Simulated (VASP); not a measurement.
# K (Im-3m) in VASP: notebook

The runs below take K through single point, with PBEsol.

All numbers are computed with VASP 6.6.1; they aren't measurements. Logs are shortened: lines on timing, memory, paths and dates and some standing lists are left out, and cuts for length are marked.

**1. The cell of the first run**

It takes space group Im-3m (No. 229, cubic). Conventional cell: a = 4.004 Å, b = 4.004 Å, c = 4.004 Å, α = 90.00°, β = 90.00°, γ = 90.00°. Within 4.6 Å of K (site symmetry m-3m) lie 14 K at 3.47 to 4.00 Å.

**2. Single point, PBEsol (32.10 Å³/atom)**

File INCAR:

```
PREC     = Accurate       # precision mode
ENCUT    = 520            # plane-wave cutoff, eV
EDIFF    = 1E-6           # SCF threshold, eV
ISMEAR   = -1             # smearing method
SIGMA    = 0.05           # smearing width, eV
LREAL    = False          # projectors in reciprocal space
LASPH    = True           # aspherical terms in the spheres
NELM     = 60             # most SCF steps
ALGO     = Normal         # electronic algorithm
ISIF     = 2              # what is computed and relaxed
LWAVE    = False          # write WAVECAR
LCHARG   = True           # write CHGCAR
GGA      = PS             # functional
LELF     = True           # ELF
LVHAR    = True         
NBANDS   = 10             # bands
```

File KPOINTS:

```
regular mesh
0
Gamma
  12 12 12
```

File POSCAR:

```
K
1.0
   -2.0019844886      2.0019844886      2.0019844886
    2.0019844886     -2.0019844886      2.0019844886
    2.0019844886      2.0019844886     -2.0019844886
K
1
Direct
    0.0000000000      0.0000000000      0.0000000000
```

Potentials or basis: VASP PAW PBE potentials, release 64 (K_sv).

On the command line:

```
> cat potpaw_PBE.64/K_sv/POTCAR > POTCAR
> mpirun -np 1 vasp_std > vasp.out
```

OUTCAR:

```text
PREC = Accurate
   ENCUT = 520
   EDIFF = 1E-6
   ISMEAR = -1
   LREAL = False
   LASPH = True
   NELM = 60
   ISIF = 2
   GGA = PS

 ion  position               nearest neighbor table
   1  0.000  0.000  0.000-

  LATTYP: Found a body centered cubic cell.
 ALAT       =     4.0039689772

  Lattice vectors:

 A1 = (  -2.0019844886,   2.0019844886,   2.0019844886)
 A2 = (   2.0019844886,  -2.0019844886,   2.0019844886)
 A3 = (   2.0019844886,   2.0019844886,  -2.0019844886)

Analysis of symmetry for initial positions (statically):
=====================================================================
 Subroutine PRICEL returns:
 Original cell was already a primitive cell.

 Routine SETGRP: Setting up the symmetry group for a
 body centered cubic supercell.

 Subroutine GETGRP returns: Found 48 space group operations
 (whereof 48 operations were pure point group operations)
 out of a pool of 48 trial point group operations.

The static configuration has the point symmetry O_h .

Analysis of symmetry for dynamics (positions and initial velocities):
=====================================================================
 Subroutine PRICEL returns:
 Original cell was already a primitive cell.

 Routine SETGRP: Setting up the symmetry group for a
 body centered cubic supercell.

 Subroutine GETGRP returns: Found 48 space group operations
 (whereof 48 operations were pure point group operations)
 out of a pool of 48 trial point group operations.

The dynamic configuration has the point symmetry O_h .

 Subroutine INISYM returns: Found 48 space group operations
 (whereof 48 operations are pure point group operations),
 and found     1 'primitive' translations

----------------------------------------------------------------------------------------

                                     Primitive cell

  volume of cell :      32.0954

  direct lattice vectors                    reciprocal lattice vectors
    -2.001984489  2.001984489  2.001984489     0.000000000  0.249752185  0.249752185
     2.001984489 -2.001984489  2.001984489     0.249752185  0.000000000  0.249752185
     2.001984489  2.001984489 -2.001984489     0.249752185  0.249752185  0.000000000

  length of vectors
     3.467538850  3.467538850  3.467538850     0.353202927  0.353202927  0.353202927

  position of ions in fractional coordinates (direct lattice)
     0.000000000  0.000000000  0.000000000

  ion indices of the primitive-cell ions
   primitive index   ion index
                 1           1

----------------------------------------------------------------------------------------

 KPOINTS: regular mesh

Automatic generation of k-mesh.
 Grid dimensions read from file:
 generate k-points for:   12   12   12

 Generating k-lattice:

  Cartesian coordinates                     Fractional coordinates (reciprocal lattice)
     0.000000000  0.020812682  0.020812682     0.083333333  0.000000000  0.000000000
     0.020812682  0.000000000  0.020812682     0.000000000  0.083333333  0.000000000
     0.020812682  0.020812682  0.000000000     0.000000000  0.000000000  0.083333333

  Length of vectors
     0.029433577  0.029433577  0.029433577

  Shift w.r.t. Gamma in fractional coordinates (k-lattice)
     0.000000000  0.000000000  0.000000000

 Subroutine IBZKPT returns following result:
 ===========================================

 Found     72 irreducible k-points:

 Following reciprocal coordinates:
            Coordinates               Weight
  0.000000  0.000000  0.000000      1.000000
  0.083333  0.000000  0.000000     12.000000
  0.166667  0.000000  0.000000     12.000000
  0.250000  0.000000  0.000000     12.000000
  0.333333  0.000000  0.000000     12.000000
  0.416667  0.000000  0.000000     12.000000
[... 16 lines left out ...]
  0.333333  0.083333  0.083333     24.000000
  0.416667  0.083333  0.083333     12.000000
 [... further k-points ...]
   k-points           NKPTS =     72   k-points in BZ     NKDIM =     72   number of bands    NBANDS=     10
   number of dos      NEDOS =    301   number of ions     NIONS =      1
   total plane-waves  NPLWV =  21952
   dimension x,y,z NGX =    28 NGY =   28 NGZ =   28
   dimension x,y,z NGXF=    56 NGYF=   56 NGZF=   56
   ions per type =               1
   NGX,Y,Z   is equivalent  to a cutoff of  13.42, 13.42, 13.42 a.u.
   NGXF,Y,Z  is equivalent  to a cutoff of  26.85, 26.85, 26.85 a.u.
 SYSTEM =  unknown system
   PREC   = accura    normal or accurate (medium, high low for compatibility)
   ISTART =      0    job   : 0-new  1-cont  2-samecut
   ICHARG =      2    charge: 1-file 2-atom 10-const
   ISPIN  =      1    spin polarized calculation?
   LNONCOLLINEAR =      F non collinear calculations
   LSORBIT =      F    spin-orbit coupling
   LASPH  =      T    aspherical Exc in radial PAW
   ENCUT  =  520.0 eV  38.22 Ry    6.18 a.u.   6.45  6.45  6.45*2*pi/ulx,y,z
   NELM   =     60;   NELMIN=  2; NELMDL= -5     # of ELM steps
   EDIFF  = 0.1E-05   stopping-criterion for ELM
   LREAL  =      F    real-space projection
   EDIFFG = 0.1E-04   stopping-criterion for IOM
   NSW    =      0    number of steps for IOM
   IBRION =     -1    ionic relax: 0-MD 1-quasi-New 2-CG
   NFREE  =      0    steps in history (QN), initial steepest desc. (CG)
   ISIF   =      2    stress and relaxation
   ISYM   =      2    0-nonsym 1-usesym 2-fastsym
   POTIM  = 0.5000    time-step for ionic-motion
   TEBEG  =    0.0;   TEEND  =   0.0 temperature during run
   PSTRESS=    0.0 pullay stress
   NELECT =       9.0000    total number of electrons
   NUPDOWN=      -1.0000    fix difference up-down
   EMIN   =  10.00;   EMAX   =-10.00  energy-range for DOS
   EFERMI =   0.00;   METHOD = LEGACY
   ISMEAR =    -1;   SIGMA  =   0.05  broadening in eV -4-tet -1-fermi 0-gaus
   EFERMI_NEDOS =   21; number of points for ismear=-14 and -15
   IALGO  =     38    algorithm
   IMIX   =      4    mixing-type and parameters
     AMIX     =   0.40;   BMIX     =  1.00
     AMIX_MAG =   1.60;   BMIX_MAG =  1.00
  volume/ion in A,a.u.               =      32.10       216.59
  Fermi-wavevector in a.u.,A,eV,Ry     =   1.071540  2.024917 15.622175  1.148197
  Thomas-Fermi vector in A             =   2.207283
   LORBIT       =      0    0 simple, 1 ext, 2 COOP (PROOUT), +10 PAW based schemes
   GGA     = PS    functional components
   LHFCALC =     F    Hartree Fock is set to
   AEXX    =    0.0000 exact exchange contribution
   IVDW    =     0    specifies the selected vdW correction
   LEPSILON=     F    determine dielectric tensor
   LRPA    =     F    only Hartree local field effects (RPA)
 non-spin polarized calculation
  energy-cutoff  :      520.00
  volume of cell :       32.10
 maximum number of plane-waves:       893
 NGX is ok and might be reduce to    28
   NGX = 13   NGY = 13   NGZ = 13

 number of electron       8.9999999 magnetization

 Free energy of the ion-electron system (eV)
  ---------------------------------------------------
  ext. energy  EPLUGINS =         0.00000000
  ---------------------------------------------------
  free energy    TOTEN  =        -0.31681804 eV

  energy without entropy =       -0.30758394  energy(sigma->0) =       -0.31220099

 E-fermi :   2.7082     XC(G=0):  -8.2730

 val. band max:        2.6985994603   @ k =   0.2500   0.1667   0.0833
 cond. band min:       2.7100518532   @ k =   0.5000   0.5000   0.0833
 fundamental gap:      0.0114523928
 Fermi energy:         2.7082208905

 k-point     1 :       0.0000    0.0000    0.0000
  band No.  band energies     occupation
      1     -29.4758      2.00000
      2     -12.6076      2.00000
      3     -12.6076      2.00000
      4     -12.6076      2.00000
      5      -0.7346      2.00000
      6       7.3277      0.00000
      7       7.3277      0.00000
      8       7.3277      0.00000
      9       9.0462      0.00000
     10       9.0462      0.00000

 k-point     2 :       0.0833    0.0000    0.0000
  band No.  band energies     occupation
      1     -29.4664      2.00000
      2     -12.6743      2.00000
      3     -12.6253      2.00000
      4     -12.6086      2.00000
      5      -0.5452      2.00000
      6       7.1463      0.00000
      7       7.1887      0.00000
      8       7.5038      0.00000
      9       8.7848      0.00000
     10       9.0262      0.00000

 k-point     3 :       0.1667    0.0000    0.0000
  band No.  band energies     occupation
      1     -29.4406      2.00000
      2     -12.8509      2.00000
      3     -12.6733      2.00000
      4     -12.6113      2.00000
      5      -0.0130      2.00000
      6       6.6031      0.00000
      7       6.7154      0.00000
      8       8.0216      0.00000
      9       8.6158      0.00000
     10       9.0149      0.00000

 k-point     4 :       0.2500    0.0000    0.0000
  band No.  band energies     occupation
      1     -29.4050      2.00000
      2     -13.0800      2.00000
      3     -12.7378      2.00000
      4     -12.6151      2.00000
      5       0.7600      2.00000
      6       5.7722      0.00000
      7       6.2295      0.00000
      8       8.8021      0.00000
      9       8.8485      0.00000
     10       9.1021      0.00000

 k-point     5 :       0.3333    0.0000    0.0000
  band No.  band energies     occupation
      1     -29.3691      2.00000
      2     -13.2971      2.00000
      3     -12.8011      2.00000
      4     -12.6189      2.00000
      5       1.6089      2.00000
      6       5.0774      0.00000
      7       5.8204      0.00000
      8       9.0573      0.00000
      9       9.3425      0.00000
     10       9.9201      0.00000

 k-point     6 :       0.4167    0.0000    0.0000
  band No.  band energies     occupation
      1     -29.3426      2.00000
      2     -13.4495      2.00000
      3     -12.8468      2.00000
      4     -12.6218      2.00000
      5       2.2907      1.99953
      6       4.6773      0.00000
      7       5.5551      0.00000
      8       9.1637      0.00000
      9       9.7067      0.00000
     10      11.0788      0.00000
[... 183 lines left out ...]
 k-point    21 :       0.1667    0.0833    0.0833
  band No.  band energies     occupation
      1     -29.3940      2.00000
      2     -13.1400      2.00000
      3     -12.7279      2.00000
      4     -12.6618      2.00000
      5       1.0696      2.00000
      6       5.5866      0.00000
      7       5.8113      0.00000
      8       8.9866      0.00000
      9       9.2500      0.00000
     10       9.3512      0.00000

 k-point    22 :       0.2500    0.0833    0.0833
  band No.  band energies     occupation
      1     -29.3620      2.00000
      2     -13.2990      2.00000
      3     -12.8174      2.00000
      4     -12.6711      2.00000
      5       1.9223      2.00000
      6       4.9766      0.00000
      7       5.4626      0.00000
      8       9.2095      0.00000
      9       9.5392      0.00000
     10      10.3229      0.00000

 k-point    23 :       0.3333    0.0833    0.0833
  band No.  band energies     occupation
      1     -29.3384      2.00000
      2     -13.4065      2.00000
      3     -12.8873      2.00000
      4     -12.6781      2.00000
      5       2.6400      1.59324
      6       4.6023      0.00000
      7       5.2498      0.00000
      8       9.3349      0.00000
      9       9.8260      0.00000
     10      11.3060      0.00000

 k-point    24 :       0.4167    0.0833    0.0833
  band No.  band energies     occupation
      1     -29.3298      2.00000
      2     -13.4443      2.00000
      3     -12.9135      2.00000
      4     -12.6806      2.00000
      5       2.9230      0.02692
      6       4.4947      0.00000
      7       5.1784      0.00000
      8       9.3299      0.00000
      9       9.9756      0.00000
     10      11.9789      0.00000

 [... further k-points ...]

------------------------ aborting loop because EDIFF is reached ----------------------------------------

  FORCE on cell =-STRESS in cart. coord.  units (eV):
  Direction    XX          YY          ZZ          XY          YZ          ZX
  --------------------------------------------------------------------------------------
  -------------------------------------------------------------------------------------
  Total        2.4557494      2.4557494      2.4557494     -0.0000000     -0.0000000     -0.0000000
  in kB      122.5892833    122.5892833    122.5892833     -0.0000000     -0.0000000     -0.0000000
  external PRESSURE =     122.5892833 kB  Pullay stress =       0.0000000 kB

 VOLUME and BASIS-vectors are now :
 -----------------------------------------------------------------------------
  energy-cutoff  :      520.00
  volume of cell :       32.10
      direct lattice vectors                 reciprocal lattice vectors
    -2.001984489  2.001984489  2.001984489     0.000000000  0.249752185  0.249752185
     2.001984489 -2.001984489  2.001984489     0.249752185  0.000000000  0.249752185
     2.001984489  2.001984489 -2.001984489     0.249752185  0.249752185  0.000000000

 POSITION                                       TOTAL-FORCE (eV/Angst)
 -----------------------------------------------------------------------------------
      0.00000      0.00000      0.00000         0.000000      0.000000      0.000000
 -----------------------------------------------------------------------------------
    total drift:                               -0.000000     -0.000000     -0.000000

  FREE ENERGIE OF THE ION-ELECTRON SYSTEM (eV)
  ---------------------------------------------------
  free  energy   TOTEN  =        -0.3168180355 eV

  energy  without entropy=       -0.3075839431  energy(sigma->0) =       -0.31220099
```

Wall time 30 s (1 thread of Intel Xeon 8259CL, shared host); peak memory 0.17 GiB.

Results:

```
Free energy            : -0.3168 eV
Pressure               : 12.3 GPa
Band gap on the k mesh : zero (an odd number of electrons rules out a gap without spin polarisation)
```

Levels at points of the mesh, in eV from the Fermi level:
```tsv
k point	band 1	band 2	band 3	band 4	band 5	band 6	band 7	band 8
(0.00, 0.00, 0.00)	-32.18	-15.32	-15.32	-15.32	-3.44	4.62	4.62	4.62
(0.50, 0.00, 0.00)	-32.04	-16.21	-15.57	-15.33	-0.16	1.86	2.76	6.44
(0.50, 0.50, 0.50)	-31.95	-15.89	-15.89	-15.89	0.39	0.39	6.80	6.80
```

Caveat: the cell stands under pressure; the PAW data sets were made with another functional, which shifts forces and pressure a little.

**3. Single point, PBEsol (32.10 Å³/atom)**

File INCAR:

```
SYSTEM = K
ALGO = Normal
EDIFF = 1E-7
ENCUT = 520
GGA = PS
ISIF = 2
ISMEAR = -1
LASPH = .TRUE.
LCHARG = .FALSE.
LREAL = .FALSE.
LWAVE = .FALSE.
NBANDS = 10
NELM = 80
PREC = Accurate
SIGMA = 0.05
```

File KPOINTS:

```
k-points
0
G
  12 12 12
  0 0 0
```

POSCAR is that of step 2.

Potentials or basis: VASP PAW PBE potentials, release 64 (K_sv).

On the command line:

```
> cat potpaw_PBE.64/K_sv/POTCAR > POTCAR
> mpirun -np 1 vasp_std > vasp.out
```

Wall time 34 s (1 thread of Intel Xeon 8259CL, shared host); peak memory 0.17 GiB.

Results (log left out):

```
Free energy            : -0.3168 eV
Pressure               : 12.3 GPa
Band gap on the k mesh : zero (an odd number of electrons rules out a gap without spin polarisation)
```

Levels at points of the mesh, in eV from the Fermi level:
| k point | band 1 | band 2 | band 3 | band 4 | band 5 | band 6 | band 7 | band 8 |
| --- | --- | --- | --- | --- | --- | --- | --- | --- |
| (0.00, 0.00, 0.00) | -32.18 | -15.32 | -15.32 | -15.32 | -3.44 | 4.62 | 4.62 | 4.62 |
| (0.50, 0.00, 0.00) | -32.04 | -16.21 | -15.57 | -15.33 | -0.16 | 1.86 | 2.76 | 6.44 |
| (0.50, 0.50, 0.50) | -31.95 | -15.89 | -15.89 | -15.89 | 0.39 | 0.39 | 6.80 | 6.80 |

Caveat: the cell stands under pressure; the PAW data sets were made with another functional, which shifts forces and pressure a little.

**4. Single point, PBEsol (37.09 Å³/atom)**

This run uses another cell than the first one, of 37.09 Å³/atom.

File INCAR:

```
SYSTEM = K
ALGO = Normal
EDIFF = 1E-7
ENCUT = 520
GGA = PS
ISIF = 2
ISMEAR = -1
LASPH = .True.
LCHARG = .False.
LREAL = .False.
LWAVE = .False.
NBANDS = 10
NELM = 60
PREC = Accurate
SIGMA = 0.05
```

File KPOINTS:

```
k-points
0
Gamma
  12 12 12
  0 0 0
```

File POSCAR:

```
K
1.0
   -2.1008303594      2.1008303594      2.1008303594
    2.1008303594     -2.1008303594      2.1008303594
    2.1008303594      2.1008303594     -2.1008303594
K
1
Direct
    0.0000000000      0.0000000000      0.0000000000
```

On the command line:

```
> cat potpaw_PBE.64/K_sv/POTCAR > POTCAR
> mpirun -np 1 vasp_std > vasp.out
```

Run time: 35 s. Hardware: 1 thread of Intel Xeon 8259CL, shared host; peak memory 0.17 GiB.

Results (log left out):

```
Free energy            : -0.6277 eV
Pressure               : 8.0 GPa
Band gap on the k mesh : zero (an odd number of electrons rules out a gap without spin polarisation)
```

Levels at points of the mesh, in eV from the Fermi level:
| k point | band 2 | band 3 | band 4 | band 5 | band 6 | band 7 |
| --- | --- | --- | --- | --- | --- | --- |
| (0.00, 0.00, 0.00) | -15.30 | -15.30 | -15.30 | -3.25 | 4.64 | 4.64 |
| (0.50, 0.00, 0.00) | -15.90 | -15.47 | -15.30 | 0.04 | 1.47 | 2.94 |
| (0.50, 0.50, 0.50) | -15.69 | -15.69 | -15.69 | 0.76 | 0.76 | 6.00 |

Caveat: the cell stands under pressure; the PAW data sets were made with another functional, which shifts forces and pressure a little.
